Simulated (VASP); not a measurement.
# GaAs (F-43m) in VASP: single point with PBE

Aim: the single point of GaAs with PBE.

All numbers are computed with VASP 6.6.1; they aren't measurements. Logs are shortened: lines on timing, memory, paths and dates and some standing lists are left out, and cuts for length are marked.

### 1 The cell of the first run

It takes space group F-43m (No. 216, cubic). The conventional cell has a = 5.746 Å, b = 5.746 Å, c = 5.746 Å, α = 90.00°, β = 90.00°, γ = 90.00°. Ga (site symmetry -43m) has 4 As at 2.49 Å within 3.3 Å. As (site symmetry -43m) has 4 Ga at 2.49 Å within 3.3 Å.

### 2 Single point, PBE

File INCAR:

```
SYSTEM = GaAs
  PREC = Accurate
  ENCUT = 520
  EDIFF = 1E-6
  ISMEAR = 0
  SIGMA = 0.02
  LREAL = .FALSE.
  LASPH = .TRUE.
  NELM = 100
  ALGO = Normal
  ISIF = 2
  LWAVE = .FALSE.
  LCHARG = .TRUE.
  GGA = PE
  LELF = .TRUE.
  LVHAR = .TRUE.
  NBANDS = 16
```

File KPOINTS:

```
Automatic mesh
0
G
  16 16 16
  0 0 0
```

File POSCAR:

```
GaAs
1.0
    0.0000000000      2.8728580485      2.8728580485
    2.8728580485      0.0000000000      2.8728580485
    2.8728580485      2.8728580485      0.0000000000
Ga As
1 1
Direct
    0.0000000000      0.0000000000      0.0000000000
    0.2500000000      0.2500000000      0.2500000000
```

Potentials or basis: VASP PAW PBE potentials, release 64 (Ga_d, As).

The run is started by

```sh
$ cat potpaw_PBE.64/Ga_d/POTCAR potpaw_PBE.64/As/POTCAR > POTCAR
$ mpirun -np 1 vasp_std > vasp.out
```

OUTCAR:

```text
SYSTEM = GaAs
   PREC = Accurate
   ENCUT = 520
   EDIFF = 1E-6
   ISMEAR = 0
   LREAL = .FALSE.
   LASPH = .TRUE.
   NELM = 100
   ISIF = 2
   GGA = PE

 ion  position               nearest neighbor table
   1  0.000  0.000  0.000-   2 2.49   2 2.49   2 2.49   2 2.49
   2  0.250  0.250  0.250-   1 2.49   1 2.49   1 2.49   1 2.49

  LATTYP: Found a face centered cubic cell.
 ALAT       =     5.7457160970

  Lattice vectors:

 A1 = (   0.0000000000,   2.8728580485,   2.8728580485)
 A2 = (   2.8728580485,   0.0000000000,   2.8728580485)
 A3 = (   2.8728580485,   2.8728580485,   0.0000000000)

Analysis of symmetry for initial positions (statically):
=====================================================================
 Subroutine PRICEL returns:
 Original cell was already a primitive cell.

 Routine SETGRP: Setting up the symmetry group for a
 face centered cubic supercell.

 Subroutine GETGRP returns: Found 24 space group operations
 (whereof 24 operations were pure point group operations)
 out of a pool of 48 trial point group operations.

The static configuration has the point symmetry T_d .

Analysis of symmetry for dynamics (positions and initial velocities):
=====================================================================
 Subroutine PRICEL returns:
 Original cell was already a primitive cell.

 Routine SETGRP: Setting up the symmetry group for a
 face centered cubic supercell.

 Subroutine GETGRP returns: Found 24 space group operations
 (whereof 24 operations were pure point group operations)
 out of a pool of 48 trial point group operations.

The dynamic configuration has the point symmetry T_d .

 Subroutine INISYM returns: Found 24 space group operations
 (whereof 24 operations are pure point group operations),
 and found     1 'primitive' translations

----------------------------------------------------------------------------------------

                                     Primitive cell

  volume of cell :      47.4212

  direct lattice vectors                    reciprocal lattice vectors
     0.000000000  2.872858048  2.872858048    -0.174042710  0.174042710  0.174042710
     2.872858048  0.000000000  2.872858048     0.174042710 -0.174042710  0.174042710
     2.872858048  2.872858048  0.000000000     0.174042710  0.174042710 -0.174042710
[... 74 lines left out ...]
 SYSTEM =  GaAs
   PREC   = accura    normal or accurate (medium, high low for compatibility)
   ISTART =      0    job   : 0-new  1-cont  2-samecut
   ICHARG =      2    charge: 1-file 2-atom 10-const
   ISPIN  =      1    spin polarized calculation?
   LNONCOLLINEAR =      F non collinear calculations
   LSORBIT =      F    spin-orbit coupling
   LASPH  =      T    aspherical Exc in radial PAW
   ENCUT  =  520.0 eV  38.22 Ry    6.18 a.u.   7.55  7.55  7.55*2*pi/ulx,y,z
   NELM   =    100;   NELMIN=  2; NELMDL= -5     # of ELM steps
   EDIFF  = 0.1E-05   stopping-criterion for ELM
   LREAL  =      F    real-space projection
   EDIFFG = 0.1E-04   stopping-criterion for IOM
   NSW    =      0    number of steps for IOM
   IBRION =     -1    ionic relax: 0-MD 1-quasi-New 2-CG
   NFREE  =      0    steps in history (QN), initial steepest desc. (CG)
   ISIF   =      2    stress and relaxation
   ISYM   =      2    0-nonsym 1-usesym 2-fastsym
   POTIM  = 0.5000    time-step for ionic-motion
   TEBEG  =    0.0;   TEEND  =   0.0 temperature during run
   PSTRESS=    0.0 pullay stress
   NELECT =      18.0000    total number of electrons
   NUPDOWN=      -1.0000    fix difference up-down
   EMIN   =  10.00;   EMAX   =-10.00  energy-range for DOS
   EFERMI =   0.00;   METHOD = LEGACY
   ISMEAR =     0;   SIGMA  =   0.02  broadening in eV -4-tet -1-fermi 0-gaus
   EFERMI_NEDOS =   21; number of points for ismear=-14 and -15
   IALGO  =     38    algorithm
   IMIX   =      4    mixing-type and parameters
     AMIX     =   0.40;   BMIX     =  1.00
     AMIX_MAG =   1.60;   BMIX_MAG =  1.00
  volume/ion in A,a.u.               =      23.71       160.01
  Fermi-wavevector in a.u.,A,eV,Ry     =   1.185336  2.239960 19.116479  1.405022
  Thomas-Fermi vector in A             =   2.321532
   LORBIT       =      0    0 simple, 1 ext, 2 COOP (PROOUT), +10 PAW based schemes
   GGA     = PE    functional components
   LHFCALC =     F    Hartree Fock is set to
   AEXX    =    0.0000 exact exchange contribution
   IVDW    =     0    specifies the selected vdW correction
   LEPSILON=     F    determine dielectric tensor
   LRPA    =     F    only Hartree local field effects (RPA)
 non-spin polarized calculation
 Gauss-broadening in eV      SIGMA  =   0.02
  energy-cutoff  :      520.00
  volume of cell :       47.42
 maximum number of plane-waves:      1303
   NGX = 15   NGY = 15   NGZ = 15

 number of electron      17.9999987 magnetization

 Free energy of the ion-electron system (eV)
  ---------------------------------------------------
  ext. energy  EPLUGINS =         0.00000000
  ---------------------------------------------------
  free energy    TOTEN  =        -8.27672234 eV

  energy without entropy =       -8.27672234  energy(sigma->0) =       -8.27672234

 E-fermi :   3.5748     XC(G=0):  -9.3724

 val. band max:        3.4871662786   @ k =   0.0000   0.0000   0.0000
 cond. band min:       3.6493849372   @ k =   0.0000   0.0000   0.0000
 fundamental gap:      0.1622186586
 Fermi energy:         3.5748127413

 k-point     1 :       0.0000    0.0000    0.0000
  band No.  band energies     occupation
      1     -11.2375      2.00000
      2     -11.2375      2.00000
      3     -11.2375      2.00000
      4     -11.1695      2.00000
      5     -11.1695      2.00000
      6      -8.9012      2.00000
[... 433 lines left out ...]
      3     -11.2347      2.00000
      4     -11.1701      2.00000
      5     -11.1692      2.00000
      6      -8.7874      2.00000
[... 8 lines left out ...]
     15      12.5692      0.00000
     16      13.0523      0.00000

 [... further k-points ...]
[... 5 lines left out ...]
  --------------------------------------------------------------------------------------
  -------------------------------------------------------------------------------------
  Total        0.0453404      0.0453404      0.0453404     -0.0000000      0.0000000      0.0000000
  in kB        1.5318755      1.5318755      1.5318755     -0.0000000      0.0000000      0.0000000
  external PRESSURE =       1.5318755 kB  Pullay stress =       0.0000000 kB

 VOLUME and BASIS-vectors are now :
 -----------------------------------------------------------------------------
  energy-cutoff  :      520.00
  volume of cell :       47.42
      direct lattice vectors                 reciprocal lattice vectors
     0.000000000  2.872858048  2.872858048    -0.174042710  0.174042710  0.174042710
     2.872858048  0.000000000  2.872858048     0.174042710 -0.174042710  0.174042710
     2.872858048  2.872858048  0.000000000     0.174042710  0.174042710 -0.174042710

 POSITION                                       TOTAL-FORCE (eV/Angst)
 -----------------------------------------------------------------------------------
      0.00000      0.00000      0.00000        -0.000000     -0.000000     -0.000000
      1.43643      1.43643      1.43643         0.000000      0.000000      0.000000
 -----------------------------------------------------------------------------------
    total drift:                                0.000002      0.000002      0.000002

  FREE ENERGIE OF THE ION-ELECTRON SYSTEM (eV)
  ---------------------------------------------------
  free  energy   TOTEN  =        -8.2767223402 eV

  energy  without entropy=       -8.2767223402  energy(sigma->0) =       -8.27672234
```

OSZICAR:

```text
N       E                     dE             d eps       ncg     rms          rms(c)
DAV:   1     0.826912740509E+02    0.82691E+02   -0.89177E+03  4760   0.151E+03
DAV:   2    -0.183679601282E+01   -0.84528E+02   -0.80621E+02  5312   0.307E+02
DAV:   3    -0.832565422366E+01   -0.64889E+01   -0.64686E+01  5648   0.657E+01
DAV:   4    -0.842476686535E+01   -0.99113E-01   -0.99101E-01  5608   0.910E+00
DAV:   5    -0.842617077943E+01   -0.14039E-02   -0.14039E-02  5904   0.973E-01    0.276E+00
DAV:   6    -0.829206701820E+01    0.13410E+00   -0.21022E-01  7160   0.751E+00    0.165E+00
DAV:   7    -0.827532572089E+01    0.16741E-01   -0.57202E-02  5616   0.166E+00    0.554E-01
DAV:   8    -0.827620253025E+01   -0.87681E-03   -0.96523E-03  5544   0.109E+00    0.944E-02
DAV:   9    -0.827660257772E+01   -0.40005E-03   -0.91756E-04  5800   0.368E-01    0.523E-02
DAV:  10    -0.827666893688E+01   -0.66359E-04   -0.67434E-05  6296   0.764E-02    0.284E-02
DAV:  11    -0.827672200772E+01   -0.53071E-04   -0.76284E-05  5320   0.633E-02    0.362E-03
DAV:  12    -0.827672234025E+01   -0.33253E-06   -0.11056E-06  4832   0.141E-02
   1 F= -.82767223E+01 E0= -.82767223E+01  d E =-.256296E-11
```

stdout:

```text
POSCAR found type information on POSCAR GaAs
 POSCAR found :  2 types and       2 ions
 scaLAPACK will be used
 LDA part: xc-table for (Slater+PW92), standard interpolation
 POSCAR, INCAR and KPOINTS ok, starting setup
 FFT: planning ... GRIDC
 FFT: planning ... GRID_SOFT
 FFT: planning ... GRID
 WAVECAR not read
 entering main loop
```

Wall time 51 s (1 thread of AMD EPYC 9R45 (Zen 5), shared host); peak memory 0.23 GiB.

What came out:

```
Free energy            : -8.2767 eV
Pressure               : 0.2 GPa
Band gap on the k mesh : 0.16 eV, direct
```
